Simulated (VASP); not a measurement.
# Si (I4/mmm) in VASP: single point with PBE+D3(BJ)

Aim: the single point of Si with PBE+D3(BJ).

All numbers are computed with VASP 6.6.1; they aren't measurements. Logs are shortened: lines on timing, memory, paths and dates and some standing lists are left out, and cuts for length are marked.

### 1 The cell of the first run

Symmetry: I4/mmm, No. 139, tetragonal system. The conventional cell has a = 2.348 Å, b = 2.348 Å, c = 4.981 Å, α = 90.00°, β = 90.00°, γ = 90.00°. Si (site symmetry 4/mmm) has 12 Si at 2.35 to 2.99 Å within 3.1 Å.

### 2 Single point, PBE+D3(BJ)

INCAR

```
SYSTEM = Si
PREC = Accurate
ENCUT = 520
EDIFF = 1E-6
ISMEAR = 0
SIGMA = 0.15
LREAL = .False.
LASPH = .True.
NELM = 60
ALGO = Normal
ISIF = 2
LWAVE = .False.
LCHARG = .False.
GGA = PE
IVDW = 12
NBANDS = 8
```

KPOINTS

```
Automatic mesh
0
Gamma
  30 30 30
  0 0 0
```

POSCAR

```
Si
1.0
    0.0000000000      1.6602575323      2.4903862984
    1.6602575323      0.0000000000      2.4903862984
    1.6602575323      1.6602575323      0.0000000000
Si
1
Direct
    0.0000000000      0.0000000000      0.0000000000
```

Potentials or basis: VASP PAW PBE potentials, release 64 (Si).

The run is started by

```
cat potpaw_PBE.64/Si/POTCAR > POTCAR
mpirun -np 1 vasp_std > vasp.out
```

OUTCAR:

```text
SYSTEM = Si
   PREC = Accurate
   ENCUT = 520
   EDIFF = 1E-6
   ISMEAR = 0
   LREAL = .False.
   LASPH = .True.
   NELM = 60
   ISIF = 2
   GGA = PE
   IVDW = 12
 IVDW          = 12

 ion  position               nearest neighbor table
   1  0.000  0.000  0.000-

  LATTYP: Found a body centered tetragonal cell.
 ALAT       =     2.3479587192
 C/A-ratio  =     2.1213203435

  Lattice vectors:

 A1 = (  -1.6602575323,   0.0000000000,   2.4903862984)
 A2 = (   1.6602575323,   0.0000000000,   2.4903862984)
 A3 = (   0.0000000000,   1.6602575323,  -2.4903862984)

Analysis of symmetry for initial positions (statically):
=====================================================================
 Subroutine PRICEL returns:
 Original cell was already a primitive cell.

 Routine SETGRP: Setting up the symmetry group for a
 body centered tetragonal supercell.

 Subroutine GETGRP returns: Found 16 space group operations
 (whereof 16 operations were pure point group operations)
 out of a pool of 16 trial point group operations.

The static configuration has the point symmetry D_4h.

Analysis of symmetry for dynamics (positions and initial velocities):
=====================================================================
 Subroutine PRICEL returns:
 Original cell was already a primitive cell.

 Routine SETGRP: Setting up the symmetry group for a
 body centered tetragonal supercell.

 Subroutine GETGRP returns: Found 16 space group operations
 (whereof 16 operations were pure point group operations)
 out of a pool of 16 trial point group operations.

The dynamic configuration has the point symmetry D_4h.

 Subroutine INISYM returns: Found 16 space group operations
 (whereof 16 operations are pure point group operations),
 and found     1 'primitive' translations

----------------------------------------------------------------------------------------

                                     Primitive cell

  volume of cell :      13.7293

  direct lattice vectors                    reciprocal lattice vectors
     0.000000000  1.660257532  2.490386298    -0.301158098  0.301158098  0.200772065
     1.660257532  0.000000000  2.490386298     0.301158098 -0.301158098  0.200772065
     1.660257532  1.660257532  0.000000000     0.301158098  0.301158098 -0.200772065

  length of vectors
     2.993071832  2.993071832  2.347958719     0.470852229  0.470852229  0.470852229

  position of ions in fractional coordinates (direct lattice)
     0.000000000  0.000000000  0.000000000

[... 77 lines left out ...]
   EDIFFG = 0.1E-04   stopping-criterion for IOM
   NSW    =      0    number of steps for IOM
   IBRION =     -1    ionic relax: 0-MD 1-quasi-New 2-CG
   NFREE  =      0    steps in history (QN), initial steepest desc. (CG)
   ISIF   =      2    stress and relaxation
   ISYM   =      2    0-nonsym 1-usesym 2-fastsym
   POTIM  = 0.5000    time-step for ionic-motion
   TEBEG  =    0.0;   TEEND  =   0.0 temperature during run
   PSTRESS=    0.0 pullay stress
   NELECT =       4.0000    total number of electrons
   NUPDOWN=      -1.0000    fix difference up-down
   EMIN   =  10.00;   EMAX   =-10.00  energy-range for DOS
   EFERMI =   0.00;   METHOD = LEGACY
   ISMEAR =     0;   SIGMA  =   0.15  broadening in eV -4-tet -1-fermi 0-gaus
   EFERMI_NEDOS =   21; number of points for ismear=-14 and -15
   IALGO  =     38    algorithm
   IMIX   =      4    mixing-type and parameters
     AMIX     =   0.40;   BMIX     =  1.00
     AMIX_MAG =   1.60;   BMIX_MAG =  1.00
  volume/ion in A,a.u.               =      13.73        92.65
  Fermi-wavevector in a.u.,A,eV,Ry     =   1.085290  2.050900 16.025668  1.177853
  Thomas-Fermi vector in A             =   2.221400
   LORBIT       =      0    0 simple, 1 ext, 2 COOP (PROOUT), +10 PAW based schemes
   GGA     = PE    functional components
   LHFCALC =     F    Hartree Fock is set to
   AEXX    =    0.0000 exact exchange contribution
   IVDW    =    12    specifies the selected vdW correction
   LEPSILON=     F    determine dielectric tensor
   LRPA    =     F    only Hartree local field effects (RPA)
 non-spin polarized calculation
 Gauss-broadening in eV      SIGMA  =   0.15
  energy-cutoff  :      520.00
  volume of cell :       13.73
 maximum number of plane-waves:       397
   NGX = 11   NGY = 11   NGZ =  9

 number of electron       4.0000000 magnetization

 Free energy of the ion-electron system (eV)
  ---------------------------------------------------
  ext. energy  EPLUGINS =         0.00000000
  ---------------------------------------------------
  free energy    TOTEN  =        -4.77683674 eV

  energy without entropy =       -4.77211872  energy(sigma->0) =       -4.77447773

 E-fermi :  10.6845     XC(G=0): -11.3435

 val. band max:       10.6779776416   @ k =   0.4667   0.1667   0.1000
 cond. band min:      10.6890658496   @ k =   0.3333   0.0000   0.1333
 fundamental gap:      0.0110882080
 Fermi energy:        10.6845403438

 k-point     1 :       0.0000    0.0000    0.0000
  band No.  band energies     occupation
      1      -4.1715      2.00000
      2      16.9337      0.00000
      3      18.8670      0.00000
      4      20.8716      0.00000
      5      23.8214      0.00000
      6      23.8214      0.00000
      7      27.0914      0.00000
      8      27.0914      0.00000
[... 243 lines left out ...]
 k-point    24 :       0.2667    0.0333    0.0000
  band No.  band energies     occupation
      1      -2.2342      2.00000
      2      12.9705      0.00000
      3      13.4166      0.00000
      4      20.0852      0.00000
      5      23.6558      0.00000
      6      24.5254      0.00000
      7      28.5725      0.00000
      8      30.3504      0.00000

 [... further k-points ...]

------------------------ aborting loop because EDIFF is reached ----------------------------------------

 Edisp (eV)   -0.45351

 E8    (eV) :    -0.1857

  FORCE on cell =-STRESS in cart. coord.  units (eV):
  Direction    XX          YY          ZZ          XY          YZ          ZX
  --------------------------------------------------------------------------------------
  -------------------------------------------------------------------------------------
  Total       1.63077     1.63077    -0.10676     0.00000     0.00000     0.00000
  in kB     190.30702   190.30702   -12.45822     0.00000     0.00000     0.00000
  external pressure =      122.72 kB  Pullay stress =        0.00 kB

 VOLUME and BASIS-vectors are now :
 -----------------------------------------------------------------------------
  energy-cutoff  :      520.00
  volume of cell :       13.73
      direct lattice vectors                 reciprocal lattice vectors
     0.000000000  1.660257532  2.490386298    -0.301158098  0.301158098  0.200772065
     1.660257532  0.000000000  2.490386298     0.301158098 -0.301158098  0.200772065
     1.660257532  1.660257532  0.000000000     0.301158098  0.301158098 -0.200772065

 POSITION                                       TOTAL-FORCE (eV/Angst)
 -----------------------------------------------------------------------------------
      0.00000      0.00000      0.00000        -0.000000      0.000000      0.000000
 -----------------------------------------------------------------------------------
    total drift:                                0.000000     -0.000000     -0.000000

  FREE ENERGIE OF THE ION-ELECTRON SYSTEM (eV)
  ---------------------------------------------------
  free  energy   TOTEN  =        -5.2303445161 eV

  energy  without entropy=       -5.2256264958  energy(sigma->0) =       -5.22798551
```

OSZICAR:

```text
N       E                     dE             d eps       ncg     rms          rms(c)
DAV:   1    -0.212512846162E+01   -0.21251E+01   -0.18410E+03 34976   0.382E+02
DAV:   2    -0.481308810914E+01   -0.26880E+01   -0.25379E+01 46728   0.310E+01
DAV:   3    -0.482824188702E+01   -0.15154E-01   -0.15134E-01 36400   0.245E+00
DAV:   4    -0.482825897603E+01   -0.17089E-04   -0.17088E-04 49960   0.855E-02
DAV:   5    -0.482825898462E+01   -0.85866E-08   -0.91398E-08 36456   0.108E-03    0.352E+00
DAV:   6    -0.479250405059E+01    0.35755E-01   -0.20322E-02 37088   0.573E-01    0.204E+00
DAV:   7    -0.477693338994E+01    0.15571E-01   -0.30955E-02 37864   0.751E-01    0.109E-01
DAV:   8    -0.477683942402E+01    0.93966E-04   -0.15319E-03 33928   0.248E-01    0.681E-02
DAV:   9    -0.477683669871E+01    0.27253E-05   -0.18646E-05 46728   0.293E-02    0.402E-02
DAV:  10    -0.477683674113E+01   -0.42417E-07   -0.93617E-07 30024   0.536E-03
   1 F= -.52303445E+01 E0= -.52279855E+01  d E =-.471802E-02
```

It took 52 s on 1 thread of Intel Xeon 6975P-C (Granite Rapids), shared host; peak memory 0.3 GiB.

What came out:

```yaml
Free_energy: -5.2303 eV
Pressure: 12.3 GPa
Band_gap_on_the_k_mesh: zero (bands 2 and 3 overlap by 10.91 eV)
Dispersion_energy_per_atom: -0.454 eV
```

Stress tensor (GPa, compression positive):
```
19.03  0.00  0.00
 0.00 19.03  0.00
 0.00  0.00 -1.25
```

Caveat: the cell stands under pressure.
